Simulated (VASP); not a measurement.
Here is a VASP 6.6.1 calculation.

Contents of INCAR:

```
PREC = Accurate
ENCUT = 520
EDIFF = 1E-6
ISMEAR = 0
SIGMA = 0.15
LREAL = F
LASPH = T
NELM = 100
ALGO = Fast
ISIF = 2
LWAVE = F
LCHARG = F
GGA = PS
NBANDS = 10
```

Contents of KPOINTS:

```
Automatic mesh
0
Gamma
  24 24 24
```

The input POSCAR:

```
Os
1.0
    0.0000000000      1.9998173407      1.8398319534
    1.9998173407      0.0000000000      1.8398319534
    1.9998173407      1.9998173407      0.0000000000
Os
1
Direct
    0.0000000000      0.0000000000      0.0000000000
```

Potentials or basis: VASP PAW PBE potentials, release 64 (Os).

The run is started by

```bash
$ cat potpaw_PBE.64/Os/POTCAR > POTCAR
$ mpirun -np 1 vasp_std > vasp.out
```

(1) Predict the pressure.

(2) Predict the band gap on the k mesh.

Results:

(1) -18.9 GPa.

(2) zero (bands 4 and 5 overlap by 4.51 eV).

Caveat: the stress differs along the axes, from -28 to -0 GPa; the PAW data sets were made with another functional, which shifts forces and pressure a little; spin-orbit coupling is left out, which moves the levels of the heavy elements.
